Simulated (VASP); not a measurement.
# InSe in VASP: a series of runs

InSe is run at these levels: PBE+D3(BJ); tasks: single point.

Everything below comes from runs of VASP 6.6.1. Logs are shortened: lines on timing, memory, paths and dates and some standing lists are left out, and cuts for length are marked.

### Step 1. The cell of the first run

The cell holds a slab with vacuum, 8 atoms: a = 4.036 Å, b = 4.036 Å, c = 28.664 Å, α = 90.00°, β = 90.00°, γ = 120.00°.

### Step 2. Single point, PBE+D3(BJ)

File INCAR:

```
PREC = Accurate ; ENCUT = 520
EDIFF = 1E-7 ; ISMEAR = 0
SIGMA = 0.05 ; LREAL = False
LASPH = True ; NELM = 100
ALGO = Normal ; ISIF = 2
LWAVE = False ; LCHARG = False
LDIPOL = True ; IDIPOL = 3
DIPOL = 0.5 0.5 0.500 ; GGA = PE
IVDW = 12 ; NBANDS = 48
```

File KPOINTS:

```
Automatic mesh
0
Gamma
  9 9 1
```

File POSCAR:

```
InSe
1.0
    4.0363944501      0.0000000000      0.0000000000
   -2.0181972250      3.4956201334      0.0000000000
    0.0000000000      0.0000000000     28.6639201484
Se In
4 4
Direct
    0.0000000000      0.0000000000      0.2616529756
    0.0000000000      0.0000000000      0.4486683955
    0.6666666667      0.3333333333      0.5513316045
    0.6666666667      0.3333333333      0.7383470244
    0.6666666667      0.3333333333      0.3064030338
    0.6666666667      0.3333333333      0.4038473185
    0.3333333333      0.6666666667      0.5960816626
    0.3333333333      0.6666666667      0.6935259474
```

Potentials or basis: VASP PAW PBE potentials, release 64 (Se, In_d).

The run is started by

```bash
> cat potpaw_PBE.64/Se/POTCAR potpaw_PBE.64/In_d/POTCAR > POTCAR
> mpirun -np 1 vasp_std > vasp.out
```

OUTCAR:

```text
PREC = Accurate
   ENCUT = 520
   EDIFF = 1E-7
   ISMEAR = 0
   LREAL = False
   LASPH = True
   NELM = 100
   ISIF = 2
   GGA = PE
   IVDW = 12
 IVDW          = 12

 ion  position               nearest neighbor table
   1  0.000  0.000  0.262-   5 2.66   5 2.66   5 2.66
   2  0.000  0.000  0.449-   6 2.66   6 2.66   6 2.66
   3  0.667  0.333  0.551-   7 2.66   7 2.66   7 2.66
   4  0.667  0.333  0.738-   8 2.66   8 2.66   8 2.66
   5  0.667  0.333  0.306-   1 2.66   1 2.66   1 2.66   6 2.79
   6  0.667  0.333  0.404-   2 2.66   2 2.66   2 2.66   5 2.79
   7  0.333  0.667  0.596-   3 2.66   3 2.66   3 2.66   8 2.79
   8  0.333  0.667  0.694-   4 2.66   4 2.66   4 2.66   7 2.79

  LATTYP: Found a hexagonal cell.
 ALAT       =     4.0363944501
 C/A-ratio  =     7.1013674463

  Lattice vectors:

 A1 = (   4.0363944501,   0.0000000000,   0.0000000000)
 A2 = (  -2.0181972250,   3.4956201334,   0.0000000000)
 A3 = (   0.0000000000,   0.0000000000,  28.6639201484)

Analysis of symmetry for initial positions (statically):
=====================================================================
 Subroutine PRICEL returns:
 Original cell was already a primitive cell.

 Routine SETGRP: Setting up the symmetry group for a
 hexagonal supercell.

 Subroutine GETGRP returns: Found  6 space group operations
 (whereof  6 operations were pure point group operations)
 out of a pool of 24 trial point group operations.

The static configuration has the point symmetry C_3v.

Analysis of symmetry for dynamics (positions and initial velocities):
=====================================================================
 Subroutine PRICEL returns:
 Original cell was already a primitive cell.

 Routine SETGRP: Setting up the symmetry group for a
 hexagonal supercell.

 Subroutine GETGRP returns: Found  6 space group operations
 (whereof  6 operations were pure point group operations)
 out of a pool of 24 trial point group operations.

The dynamic configuration has the point symmetry C_3v.

 Subroutine INISYM returns: Found  6 space group operations
 (whereof  6 operations are pure point group operations),
 and found     1 'primitive' translations

----------------------------------------------------------------------------------------

                                     Primitive cell

  volume of cell :     404.4394

  direct lattice vectors                    reciprocal lattice vectors
     4.036394450  0.000000000  0.000000000     0.247745856  0.143036137  0.000000000
    -2.018197225  3.495620133  0.000000000     0.000000000  0.286072274  0.000000000
     0.000000000  0.000000000 28.663920148     0.000000000  0.000000000  0.034887063

  length of vectors
     4.036394450  4.036394450 28.663920148     0.286072274  0.286072274  0.034887063

  position of ions in fractional coordinates (direct lattice)
     0.000000000  0.000000000  0.261652976
     0.000000000  0.000000000  0.448668396
     0.666666667  0.333333333  0.551331604
     0.666666667  0.333333333  0.738347024
     0.666666667  0.333333333  0.306403034
     0.666666667  0.333333333  0.403847318
     0.333333333  0.666666667  0.596081663
     0.333333333  0.666666667  0.693525947

  ion indices of the primitive-cell ions
   primitive index   ion index
                 1           1
                 2           2
                 3           3
                 4           4
                 5           5
                 6           6
                 7           7
                 8           8

----------------------------------------------------------------------------------------

 KPOINTS: Automatic mesh

Automatic generation of k-mesh.
 Grid dimensions read from file:
 generate k-points for:    9    9    1

 Generating k-lattice:

  Cartesian coordinates                     Fractional coordinates (reciprocal lattice)
     0.027527317  0.015892904  0.000000000     0.111111111  0.000000000  0.000000000
     0.000000000  0.031785808  0.000000000     0.000000000  0.111111111  0.000000000
     0.000000000  0.000000000  0.034887063     0.000000000  0.000000000  1.000000000

  Length of vectors
     0.031785808  0.031785808  0.034887063

  Shift w.r.t. Gamma in fractional coordinates (k-lattice)
     0.000000000  0.000000000  0.000000000

 Subroutine IBZKPT returns following result:
 ===========================================

 Found     12 irreducible k-points:

 Following reciprocal coordinates:
            Coordinates               Weight
  0.000000  0.000000  0.000000      1.000000
  0.111111  0.000000  0.000000      6.000000
  0.222222 -0.000000  0.000000      6.000000
  0.333333 -0.000000  0.000000      6.000000
  0.444444 -0.000000  0.000000      6.000000
  0.111111  0.111111  0.000000      6.000000
  0.222222  0.111111  0.000000     12.000000
  0.333333  0.111111  0.000000     12.000000
  0.444444  0.111111  0.000000      6.000000
  0.222222  0.222222  0.000000      6.000000
  0.333333  0.222222  0.000000     12.000000
  0.333333  0.333333  0.000000      2.000000
   k-points           NKPTS =     12   k-points in BZ     NKDIM =     12   number of bands    NBANDS=     48
   number of dos      NEDOS =    301   number of ions     NIONS =      8
   total plane-waves  NPLWV = 194400
   dimension x,y,z NGX =    30 NGY =   30 NGZ =  216
   dimension x,y,z NGXF=    60 NGYF=   60 NGZF=  432
   ions per type =               4   4
   NGX,Y,Z   is equivalent  to a cutoff of  12.36, 12.36, 12.53 a.u.
   NGXF,Y,Z  is equivalent  to a cutoff of  24.71, 24.71, 25.06 a.u.
 SYSTEM =  unknown system
   PREC   = accura    normal or accurate (medium, high low for compatibility)
   ISTART =      0    job   : 0-new  1-cont  2-samecut
   ICHARG =      2    charge: 1-file 2-atom 10-const
   ISPIN  =      1    spin polarized calculation?
   LNONCOLLINEAR =      F non collinear calculations
   LSORBIT =      F    spin-orbit coupling
   LASPH  =      T    aspherical Exc in radial PAW
   ENCUT  =  520.0 eV  38.22 Ry    6.18 a.u.   7.51  7.51 53.30*2*pi/ulx,y,z
   NELM   =    100;   NELMIN=  2; NELMDL= -5     # of ELM steps
   EDIFF  = 0.1E-06   stopping-criterion for ELM
   LREAL  =      F    real-space projection
   EDIFFG = 0.1E-05   stopping-criterion for IOM
   NSW    =      0    number of steps for IOM
   IBRION =     -1    ionic relax: 0-MD 1-quasi-New 2-CG
   NFREE  =      0    steps in history (QN), initial steepest desc. (CG)
   ISIF   =      2    stress and relaxation
   ISYM   =      2    0-nonsym 1-usesym 2-fastsym
   POTIM  = 0.5000    time-step for ionic-motion
   TEBEG  =    0.0;   TEEND  =   0.0 temperature during run
   PSTRESS=    0.0 pullay stress
   NELECT =      76.0000    total number of electrons
   NUPDOWN=      -1.0000    fix difference up-down
   EMIN   =  10.00;   EMAX   =-10.00  energy-range for DOS
   EFERMI =   0.00;   METHOD = LEGACY
   ISMEAR =     0;   SIGMA  =   0.05  broadening in eV -4-tet -1-fermi 0-gaus
   EFERMI_NEDOS =   21; number of points for ismear=-14 and -15
   IALGO  =     38    algorithm
   IMIX   =      4    mixing-type and parameters
     AMIX     =   0.40;   BMIX     =  1.00
     AMIX_MAG =   1.60;   BMIX_MAG =  1.00
  volume/ion in A,a.u.               =      50.55       341.16
  Fermi-wavevector in a.u.,A,eV,Ry     =   0.937695  1.771986 11.963218  0.879272
  Thomas-Fermi vector in A             =   2.064832
   LORBIT       =      0    0 simple, 1 ext, 2 COOP (PROOUT), +10 PAW based schemes
   GGA     = PE    functional components
   LHFCALC =     F    Hartree Fock is set to
   AEXX    =    0.0000 exact exchange contribution
   IVDW    =    12    specifies the selected vdW correction
   LEPSILON=     F    determine dielectric tensor
   LRPA    =     F    only Hartree local field effects (RPA)
 non-spin polarized calculation
 Gauss-broadening in eV      SIGMA  =   0.05
  energy-cutoff  :      520.00
  volume of cell :      404.44
 maximum number of plane-waves:     10965
 NGX is ok and might be reduce to    30
   NGX = 15   NGY = 15   NGZ =107

 dipolmoment           0.000000      0.000000     -0.000068 electrons x Angstroem

 number of electron      75.9999996 magnetization

 dipolmoment           0.000000      0.000000      0.000691 electrons x Angstroem

 Free energy of the ion-electron system (eV)
  ---------------------------------------------------
  ext. energy  EPLUGINS =         0.00000000
  ---------------------------------------------------
  free energy    TOTEN  =       -28.36121879 eV

  energy without entropy =      -28.36121879  energy(sigma->0) =      -28.36121879

 E-fermi :   0.0440     XC(G=0):  -5.5213

 val. band max:       -0.2170726127   @ k =   0.1111   0.0000   0.0000
 cond. band min:       0.7833082640   @ k =   0.0000   0.0000   0.0000
 fundamental gap:      1.0003808768
 Fermi energy:         0.0439541439

 k-point     1 :       0.0000    0.0000    0.0000
  band No.  band energies     occupation
      1     -14.6259      2.00000
      2     -14.6179      2.00000
      3     -14.4406      2.00000
      4     -14.4406      2.00000
      5     -14.4326      2.00000
      6     -14.4326      2.00000
[... 40 lines left out ...]
     47       4.9559      0.00000
     48       5.0608      0.00000

 k-point     2 :       0.1111    0.0000    0.0000
  band No.  band energies     occupation
      1     -14.6254      2.00000
      2     -14.6175      2.00000
      3     -14.4808      2.00000
      4     -14.4721      2.00000
      5     -14.4389      2.00000
      6     -14.4309      2.00000
[... 40 lines left out ...]
     47       4.9841      0.00000
     48       5.0623      0.00000

 k-point     3 :       0.2222   -0.0000    0.0000
  band No.  band energies     occupation
      1     -14.6385      2.00000
      2     -14.6305      2.00000
      3     -14.5494      2.00000
      4     -14.5396      2.00000
      5     -14.4968      2.00000
      6     -14.4864      2.00000
[... 448 lines left out ...]
     47       5.1170      0.00000
     48       5.2229      0.00000

 k-point    12 :       0.3333    0.3333    0.0000
  band No.  band energies     occupation
      1     -14.7347      2.00000
      2     -14.7275      2.00000
      3     -14.6393      2.00000
      4     -14.6307      2.00000
      5     -14.5671      2.00000
      6     -14.5591      2.00000
[... 40 lines left out ...]
     47       5.7634      0.00000
     48       5.7848      0.00000

------------------------ aborting loop because EDIFF is reached ----------------------------------------

 vacuum level on the upper side and lower side of the slab       (xc-potential included)        -0.078        -0.087

 Edisp (eV)   -2.07858

 E8    (eV) :    -0.9757

  FORCE on cell =-STRESS in cart. coord.  units (eV):
  Direction    XX          YY          ZZ          XY          YZ          ZX
  --------------------------------------------------------------------------------------
  -------------------------------------------------------------------------------------
  Total       0.00623     0.00623     0.19750     0.00000     0.00000     0.00000
  in kB       0.02469     0.02469     0.78240     0.00000     0.00000     0.00000
  external pressure =        0.28 kB  Pullay stress =        0.00 kB

 VOLUME and BASIS-vectors are now :
 -----------------------------------------------------------------------------
  energy-cutoff  :      520.00
  volume of cell :      404.44
      direct lattice vectors                 reciprocal lattice vectors
     4.036394450  0.000000000  0.000000000     0.247745856  0.143036137  0.000000000
    -2.018197225  3.495620133  0.000000000     0.000000000  0.286072274  0.000000000
     0.000000000  0.000000000 28.663920148     0.000000000  0.000000000  0.034887063

 POSITION                                       TOTAL-FORCE (eV/Angst)
 -----------------------------------------------------------------------------------
      0.00000      0.00000      7.50000         0.000000      0.000000     -0.057404
      0.00000      0.00000     12.86060        -0.000000      0.000000      0.016444
      2.01820      1.16521     15.80333         0.000000     -0.000000     -0.018094
      2.01820      1.16521     21.16392         0.000000     -0.000000      0.044561
      2.01820      1.16521      8.78271        -0.000000      0.000000      0.047829
      2.01820      1.16521     11.57585        -0.000000      0.000000     -0.012501
     -0.00000      2.33041     17.08604         0.000000      0.000000      0.014821
     -0.00000      2.33041     19.87917        -0.000000     -0.000000     -0.035656
 -----------------------------------------------------------------------------------
    total drift:                               -0.000001      0.000000      0.000093

  FREE ENERGIE OF THE ION-ELECTRON SYSTEM (eV)
  ---------------------------------------------------
  free  energy   TOTEN  =       -30.4397942747 eV

  energy  without entropy=      -30.4397942747  energy(sigma->0) =      -30.43979427

 vacuum level on the upper side and lower side of the slab         5.336         5.327
```

Run time: 9.6 min. Hardware: 1 thread of Intel Xeon Platinum 8259CL at 2.50GHz (Skylake/Cascade Lake), shared host; peak memory 0.56 GiB.

What came out:

```
Free energy                : -30.4398 eV
Largest force              : 0.057 eV/Å
Band gap on the k mesh     : 1.00 eV (least direct gap 1.07 eV)
Dispersion energy per atom : -0.260 eV
```

Forces in eV/Å, atoms in the order of the input:
```
Se   0.000  0.000 -0.057
Se   0.000  0.000  0.016
Se   0.000  0.000 -0.018
Se   0.000  0.000  0.045
In   0.000  0.000  0.048
In   0.000  0.000 -0.013
In   0.000  0.000  0.015
In   0.000  0.000 -0.036
```

Levels at points of the mesh, in eV from the valence-band top:
```
           k point  band 36  band 37  band 38  band 39  band 40  band 41
(0.00, 0.00, 0.00)    -0.75    -0.75    -0.07     1.00     1.71     2.42
```

Caveat: spin-orbit coupling is left out, which moves the levels of the heavy elements.

### Step 3. Single point, PBE+D3(BJ)

File INCAR:

```
ALGO     = Normal         # electronic algorithm
DIPOL    = 0.5 0.5 0.500
EDIFF    = 1E-6           # SCF threshold, eV
ENCUT    = 520            # plane-wave cutoff, eV
GGA      = PE             # functional
IDIPOL   = 3            
ISIF     = 2              # what is computed and relaxed
ISMEAR   = 0              # smearing method
IVDW     = 12             # dispersion correction
LASPH    = True           # aspherical terms in the spheres
LCHARG   = False          # write CHGCAR
LDIPOL   = True         
LREAL    = False          # projectors in reciprocal space
LWAVE    = False          # write WAVECAR
NBANDS   = 48             # bands
NELM     = 60             # most SCF steps
PREC     = Accurate       # precision mode
SIGMA    = 0.05           # smearing width, eV
```

File KPOINTS:

```
k-points
0
Gamma
  9 9 1
```

File POSCAR:

```
InSe
1.0
    4.0363944501      0.0000000000      0.0000000000
   -2.0181972250      3.4956201335      0.0000000000
    0.0000000000      0.0000000000     28.6639201484
Se In
4 4
Direct
    0.0000000000      0.0000000000      0.2612668855
    0.0000000000      0.0000000000      0.4485690403
    0.6666666667      0.3333333333      0.5514408553
    0.6666666667      0.3333333333      0.7386842653
    0.6666666667      0.3333333333      0.3062394883
    0.6666666667      0.3333333333      0.4037251657
    0.3333333333      0.6666666667      0.5962246225
    0.3333333333      0.6666666667      0.6937076394
```

Potentials or basis: VASP PAW PBE potentials, release 64 (Se, In_d).

The run is started by

```bash
> cat potpaw_PBE.64/Se/POTCAR potpaw_PBE.64/In_d/POTCAR > POTCAR
> mpirun -np 1 vasp_std > vasp.out
```

Wall time 8.5 min (1 thread of Intel Xeon Platinum 8259CL at 2.50GHz (Skylake/Cascade Lake), shared host); peak memory 0.53 GiB.

It converged, with:

* Free energy: -30.4402 eV
* Largest force: 0.016 eV/Å
* Band gap on the k mesh: 1.01 eV (least direct gap 1.07 eV)
* Dispersion energy per atom: -0.260 eV

Forces in eV/Å, atoms in the order of the input:
```
Se   0.000  0.000 -0.016
Se   0.000  0.000  0.014
Se   0.000  0.000 -0.014
Se   0.000  0.000  0.015
In   0.000  0.000  0.013
In   0.000  0.000 -0.015
In   0.000  0.000  0.015
In   0.000  0.000 -0.013
```

Levels at points of the mesh, in eV from the valence-band top:
```csv
k point,band 36,band 37,band 38,band 39,band 40,band 41
"(0.00, 0.00, 0.00)",-0.75,-0.75,-0.07,1.01,1.72,2.44
```

Caveat: spin-orbit coupling is left out, which moves the levels of the heavy elements.
